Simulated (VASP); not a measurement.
# Cs6Ga17 (a cell with a defect) in VASP: single point with LDA

Aim: the single point of Cs6Ga17 (a cell with a defect) with LDA.

Program: VASP 6.6.1. These are calculated values, not measurements. Logs are shortened: lines on timing, memory, paths and dates and some standing lists are left out, and cuts for length are marked.

### Step 1. The cell of the first run

The cell holds a defect, 23 atoms: a = 9.015 Å, b = 9.015 Å, c = 18.031 Å, α = 138.94°, β = 138.94°, γ = 59.47°.

### Step 2. Single point, LDA

Input file INCAR:

```
PREC     = Accurate       # precision mode
ENCUT    = 400            # plane-wave cutoff, eV
EDIFF    = 1E-6           # SCF threshold, eV
ISMEAR   = 0              # smearing method
SIGMA    = 0.1            # smearing width, eV
LREAL    = F              # projectors in reciprocal space
LASPH    = T              # aspherical terms in the spheres
NELM     = 120            # most SCF steps
ALGO     = Normal         # electronic algorithm
ISIF     = 2              # what is computed and relaxed
LWAVE    = F              # write WAVECAR
LCHARG   = F              # write CHGCAR
GGA      = CA             # functional
NBANDS   = 154            # bands
GGA_COMPAT= F
```

Input file KPOINTS:

```
regular mesh
0
Gamma
  3 3 2
```

Input file POSCAR:

```
Cs6Ga17
1.0
   -3.1617689300      3.1617689300      7.8285062400
    3.1617689300     -3.1617689300      7.8285062400
    6.3235378600      6.3235378600    -15.6570124800
Cs Ga
6 17
Direct
    0.0003508737      0.0028485261      0.0010503614
    0.3745694618      0.8736124137      0.2489041000
    0.1280570764      0.6390414448      0.2496848339
    0.0028436858     -0.0079063091      0.4977915954
    0.3722463591      0.8622733137      0.7449378978
    0.1416444726      0.6233906197      0.7521397207
    0.6025452100      0.3383797955      0.3573335133
    0.6583079273      0.3758154303      0.1369956216
    0.0706806105      0.3723886167      0.3513207399
    0.5187951477      0.5263630632      0.0154606491
    0.7899854277      0.5603280694      0.3983879840
    0.4309499119      0.2295053997      0.1084715574
    0.7825203795      0.9891069500      0.1028332580
   -0.3067053318     -0.0146714987      0.2021592229
    0.6194416480      0.3109980135      0.8520496942
    0.6945554317      0.3840260978      0.6513393438
    0.6144257957      0.9109422461      0.6513772181
    0.0935874880      0.3832291475      0.8481733040
    0.4763902478      0.4981459490      0.4921753564
    0.7779934829      0.5627639657      0.8925081378
    0.4447692579      0.2157813034      0.6070769378
    0.7801803735      0.9766488739      0.6018637168
    0.0083736231      0.2177646364      0.8898425414
```

Potentials or basis: VASP PAW LDA potentials, release 64 (Cs_sv, Ga_d).

Command:

```console
$ cat potpaw_LDA.64/Cs_sv/POTCAR potpaw_LDA.64/Ga_d/POTCAR > POTCAR
$ mpirun -np 1 vasp_std > vasp.out
```

OUTCAR:

```text
PREC = Accurate
   ENCUT = 400
   EDIFF = 1E-6
   ISMEAR = 0
   LREAL = F
   LASPH = T
   NELM = 120
   ISIF = 2
   GGA = CA

 ion  position               nearest neighbor table
   1  0.000  0.003  0.001-
   2  0.375  0.874  0.249-
   3  0.128  0.639  0.250-
   4  0.003  0.992  0.498-
   5  0.372  0.862  0.745-
   6  0.142  0.623  0.752-
   7  0.603  0.338  0.357-  14 2.45  19 2.55  11 2.59  12 2.82
   8  0.658  0.376  0.137-  12 2.52  10 2.61   9 2.67  13 2.76  11 2.85
   9  0.071  0.372  0.351-  11 2.59  19 2.64  13 2.64   8 2.67
  10  0.519  0.526  0.015-   8 2.61  15 2.62  18 2.68
  11  0.790  0.560  0.398-   9 2.59   7 2.59  22 2.63  12 2.73   8 2.85
  12  0.431  0.230  0.108-   8 2.52  23 2.68  11 2.73  14 2.75   7 2.82  13 2.82
  13  0.783  0.989  0.103-  14 2.48   9 2.64  20 2.66   8 2.76  12 2.82
  14  0.693  0.985  0.202-   7 2.45  13 2.48  12 2.75
  15  0.619  0.311  0.852-  17 2.52  10 2.62  20 2.64  23 2.78  21 2.81
  16  0.695  0.384  0.651-  18 2.51  21 2.64  19 2.65  20 2.79  22 2.85
  17  0.614  0.911  0.651-  15 2.52  19 2.62  22 2.66  21 2.78  23 2.79
  18  0.094  0.383  0.848-  16 2.51  23 2.67  10 2.68  20 2.86  22 2.86
  19  0.476  0.498  0.492-   7 2.55  17 2.62   9 2.64  16 2.65
  20  0.778  0.563  0.893-  15 2.64  13 2.66  21 2.69  23 2.71  16 2.79  18 2.86
  21  0.445  0.216  0.607-  16 2.64  20 2.69  22 2.70  17 2.78  15 2.81
  22  0.780  0.977  0.602-  11 2.63  17 2.66  21 2.70  23 2.71  16 2.85  18 2.86
  23  0.008  0.218  0.890-  18 2.67  12 2.68  22 2.71  20 2.71  15 2.78  17 2.79

  LATTYP: Found a base centered orthorhombic cell.
 ALAT       =     8.9428330038
 B/A-ratio  =     1.7507888690
 C/A-ratio  =     1.0000000000

  Lattice vectors:

 A1 = (   3.1617689300,  -3.1617689300,  -7.8285062400)
 A2 = (   3.1617689300,  -3.1617689300,   7.8285062400)
 A3 = (  -6.3235378600,  -6.3235378600,   0.0000000000)

Analysis of symmetry for initial positions (statically):
=====================================================================
 Subroutine PRICEL returns:
 Original cell was already a primitive cell.

 Routine SETGRP: Setting up the symmetry group for a
 base centered orthorhombic supercell.

 Subroutine GETGRP returns: Found  1 space group operations
 (whereof  1 operations were pure point group operations)
 out of a pool of  8 trial point group operations.

The static configuration has the point symmetry C_1 .

Analysis of symmetry for dynamics (positions and initial velocities):
=====================================================================
 Subroutine PRICEL returns:
 Original cell was already a primitive cell.

 Routine SETGRP: Setting up the symmetry group for a
 base centered orthorhombic supercell.

 Subroutine GETGRP returns: Found  1 space group operations
 (whereof  1 operations were pure point group operations)
 out of a pool of  8 trial point group operations.

The dynamic configuration has the point symmetry C_1 .

 Subroutine INISYM returns: Found  1 space group operations
 (whereof  1 operations are pure point group operations),
 and found     1 'primitive' translations

----------------------------------------------------------------------------------------

                                     Primitive cell

  volume of cell :     626.0790

  direct lattice vectors                    reciprocal lattice vectors
    -3.161768930  3.161768930  7.828506240     0.000000000  0.158139324  0.063869145
     3.161768930 -3.161768930  7.828506240     0.158139324  0.000000000  0.063869145
     6.323537860  6.323537860-15.657012480     0.079069662  0.079069662  0.000000000

  length of vectors
     9.015490862  9.015490862 18.030981724     0.170550032  0.170550032  0.111821388

  position of ions in fractional coordinates (direct lattice)
     0.000350874  0.002848526  0.001050361
     0.374569462  0.873612414  0.248904100
     0.128057076  0.639041445  0.249684834
     0.002843686  0.992093691  0.497791595
     0.372246359  0.862273314  0.744937898
     0.141644473  0.623390620  0.752139721
[... 15 lines left out ...]
     0.780180374  0.976648874  0.601863717
     0.008373623  0.217764636  0.889842541

  ion indices of the primitive-cell ions
   primitive index   ion index
                 1           1
                 2           2
                 3           3
                 4           4
                 5           5
                 6           6
[... 15 lines left out ...]
                22          22
                23          23
[... 23 lines left out ...]
|                                                                             |
|           W    W    AA    RRRRR   N    N  II  N    N   GGGG   !!!           |
|           W    W   A  A   R    R  NN   N  II  NN   N  G    G  !!!           |
|           W    W  A    A  R    R  N N  N  II  N N  N  G       !!!           |
|           W WW W  AAAAAA  RRRRR   N  N N  II  N  N N  G  GGG   !            |
|           WW  WW  A    A  R   R   N   NN  II  N   NN  G    G                |
|           W    W  A    A  R    R  N    N  II  N    N   GGGG   !!!           |
|                                                                             |
|     Your reciprocal lattice and k-lattice belong to different lattice       |
|     classes:                                                                |
|                                                                             |
|        The reciprocal lattice is base centered orthorhombic,                |
|        whereas your k-lattice is base-centered monoclinic.                  |
|                                                                             |
|     Results are often still useful ...                                      |
|                                                                             |
 -----------------------------------------------------------------------------

 WARNING: IBZKPT: internal override: KBLOWUP is changed to .FALSE.
      ... skipping the blow-up phase ...

 Subroutine IBZKPT returns following result:
 ===========================================

 Found     10 irreducible k-points:

 Following reciprocal coordinates:
            Coordinates               Weight
  0.000000  0.000000  0.000000      1.000000
  0.333333  0.000000 -0.000000      2.000000
  0.000000  0.333333 -0.000000      2.000000
  0.333333  0.333333 -0.000000      2.000000
 -0.333333  0.333333  0.000000      2.000000
  0.000000  0.000000  0.500000      1.000000
  0.333333 -0.000000  0.500000      2.000000
 -0.000000  0.333333  0.500000      2.000000
  0.333333  0.333333  0.500000      2.000000
 -0.333333  0.333333  0.500000      2.000000
   k-points           NKPTS =     10   k-points in BZ     NKDIM =     10   number of bands    NBANDS=    154
   number of dos      NEDOS =    301   number of ions     NIONS =     23
   total plane-waves  NPLWV = 432000
   dimension x,y,z NGX =    60 NGY =   60 NGZ =  120
   dimension x,y,z NGXF=   120 NGYF=  120 NGZF=  240
   ions per type =               6  17
   NGX,Y,Z   is equivalent  to a cutoff of  11.06, 11.06, 11.06 a.u.
   NGXF,Y,Z  is equivalent  to a cutoff of  22.13, 22.13, 22.13 a.u.
 SYSTEM =  unknown system
   PREC   = accura    normal or accurate (medium, high low for compatibility)
   ISTART =      0    job   : 0-new  1-cont  2-samecut
   ICHARG =      2    charge: 1-file 2-atom 10-const
   ISPIN  =      1    spin polarized calculation?
   LNONCOLLINEAR =      F non collinear calculations
   LSORBIT =      F    spin-orbit coupling
   LASPH  =      T    aspherical Exc in radial PAW
   ENCUT  =  400.0 eV  29.40 Ry    5.42 a.u.  14.70 14.70 29.40*2*pi/ulx,y,z
   NELM   =    120;   NELMIN=  2; NELMDL= -5     # of ELM steps
   EDIFF  = 0.1E-05   stopping-criterion for ELM
   LREAL  =      F    real-space projection
   EDIFFG = 0.1E-04   stopping-criterion for IOM
   NSW    =      0    number of steps for IOM
   IBRION =     -1    ionic relax: 0-MD 1-quasi-New 2-CG
   NFREE  =      0    steps in history (QN), initial steepest desc. (CG)
   ISIF   =      2    stress and relaxation
   ISYM   =      2    0-nonsym 1-usesym 2-fastsym
   POTIM  = 0.5000    time-step for ionic-motion
   TEBEG  =    0.0;   TEEND  =   0.0 temperature during run
   PSTRESS=    0.0 pullay stress
   NELECT =     275.0000    total number of electrons
   NUPDOWN=      -1.0000    fix difference up-down
   EMIN   =  10.00;   EMAX   =-10.00  energy-range for DOS
   EFERMI =   0.00;   METHOD = LEGACY
   ISMEAR =     0;   SIGMA  =   0.10  broadening in eV -4-tet -1-fermi 0-gaus
   EFERMI_NEDOS =   21; number of points for ismear=-14 and -15
   IALGO  =     38    algorithm
   IMIX   =      4    mixing-type and parameters
     AMIX     =   0.40;   BMIX     =  1.00
     AMIX_MAG =   1.60;   BMIX_MAG =  1.00
  volume/ion in A,a.u.               =      27.22       183.70
  Fermi-wavevector in a.u.,A,eV,Ry     =   1.244446  2.351662 21.070602  1.548646
  Thomas-Fermi vector in A             =   2.378712
   LORBIT       =      0    0 simple, 1 ext, 2 COOP (PROOUT), +10 PAW based schemes
   GGA     = CA    functional components
   LHFCALC =     F    Hartree Fock is set to
   AEXX    =    0.0000 exact exchange contribution
   IVDW    =     0    specifies the selected vdW correction
   LEPSILON=     F    determine dielectric tensor
   LRPA    =     F    only Hartree local field effects (RPA)
 non-spin polarized calculation
 Gauss-broadening in eV      SIGMA  =   0.10
  energy-cutoff  :      400.00
  volume of cell :      626.08
 maximum number of plane-waves:     11427
   NGX = 29   NGY = 29   NGZ = 59

 number of electron     274.9999999 magnetization

 Free energy of the ion-electron system (eV)
  ---------------------------------------------------
  ext. energy  EPLUGINS =         0.00000000
  ---------------------------------------------------
  free energy    TOTEN  =       -70.43482407 eV

  energy without entropy =      -70.39443335  energy(sigma->0) =      -70.41462871

 E-fermi :   3.5024     XC(G=0):  -9.7387

 val. band max:        3.4983477022   @ k =  -0.0000   0.3333   0.5000
 cond. band min:       3.5111255051   @ k =   0.3333   0.0000  -0.0000
 fundamental gap:      0.0127778029
 Fermi energy:         3.5023621808

 k-point     1 :       0.0000    0.0000    0.0000
  band No.  band energies     occupation
      1     -19.1238      2.00000
      2     -19.0217      2.00000
      3     -18.9422      2.00000
      4     -18.8621      2.00000
      5     -18.8458      2.00000
      6     -18.7880      2.00000
[... 1509 lines left out ...]
    148       5.7788      0.00000
    149       5.8155      0.00000
 [bands above 149 left out]

------------------------ aborting loop because EDIFF is reached ----------------------------------------

  FORCE on cell =-STRESS in cart. coord.  units (eV):
  Direction    XX          YY          ZZ          XY          YZ          ZX
  --------------------------------------------------------------------------------------
  -------------------------------------------------------------------------------------
  Total       -9.5711861     -6.2914856    -13.0502374     -0.5971721      0.0298312     -0.0386231
  in kB      -24.4932942    -16.1003251    -33.3964151     -1.5282027      0.0763400     -0.0988390
  external PRESSURE =     -24.6633448 kB  Pullay stress =       0.0000000 kB

 VOLUME and BASIS-vectors are now :
 -----------------------------------------------------------------------------
  energy-cutoff  :      400.00
  volume of cell :      626.08
      direct lattice vectors                 reciprocal lattice vectors
    -3.161768930  3.161768930  7.828506240     0.000000000  0.158139324  0.063869145
     3.161768930 -3.161768930  7.828506240     0.158139324  0.000000000  0.063869145
     6.323537860  6.323537860-15.657012480     0.079069662  0.079069662  0.000000000

 POSITION                                       TOTAL-FORCE (eV/Angst)
 -----------------------------------------------------------------------------------
      0.01454     -0.00125      0.00860         0.010342      0.009740      0.001987
      3.15181     -0.00390      5.87431         0.022304      0.006881      0.022554
      3.19451     -0.03672      2.09592         0.011584      0.023376      0.042950
      6.27558      0.02002     -0.00506        -0.002333     -0.011293      0.016800
      6.26000      3.16129     -1.99906         0.036950      0.002901      0.016091
      6.27935      3.23301     -5.78718        -0.002357     -0.015399      0.018544
[... 15 lines left out ...]
      4.42710      3.18472      4.32996         0.010526      0.005120      0.030003
      6.28900      4.96491    -12.16195         0.004991      0.011974      0.012578
 -----------------------------------------------------------------------------------
    total drift:                               -0.000240     -0.000278     -0.000800

  FREE ENERGIE OF THE ION-ELECTRON SYSTEM (eV)
  ---------------------------------------------------
  free  energy   TOTEN  =       -70.4348240705 eV

  energy  without entropy=      -70.3944333461  energy(sigma->0) =      -70.41462871
```

Wall time 33 min (1 thread of Intel Xeon Platinum 8259CL at 2.50GHz (Skylake/Cascade Lake), shared host); peak memory 0.85 GiB.

What came out:

```
Free energy            : -70.4348 eV
Pressure               : -2.5 GPa
Largest force          : 0.537 eV/Å
Band gap on the k mesh : zero (an odd number of electrons rules out a gap without spin polarisation)
```

Forces on the atoms (eV/Å):
```
Cs   0.010  0.010  0.002
Cs   0.022  0.007  0.023
Cs   0.012  0.023  0.043
Cs  -0.002 -0.011  0.017
Cs   0.037  0.003  0.016
Cs  -0.002 -0.015  0.019
Ga   0.047  0.080  0.088
Ga   0.024  0.012  0.018
Ga  -0.015  0.056 -0.024
Ga   0.051 -0.004  0.035
Ga   0.028  0.002 -0.056
Ga  -0.011 -0.012 -0.016
Ga   0.016  0.051  0.052
Ga  -0.305 -0.238 -0.373
Ga  -0.001  0.006  0.012
Ga   0.002 -0.022  0.034
Ga  -0.010 -0.005 -0.004
Ga   0.028 -0.002  0.019
Ga  -0.004  0.000  0.004
Ga   0.040  0.010  0.017
Ga   0.017  0.031  0.032
Ga   0.011  0.005  0.030
Ga   0.005  0.012  0.013
```

Caveat: spin-orbit coupling is left out, which moves the levels of the heavy elements.
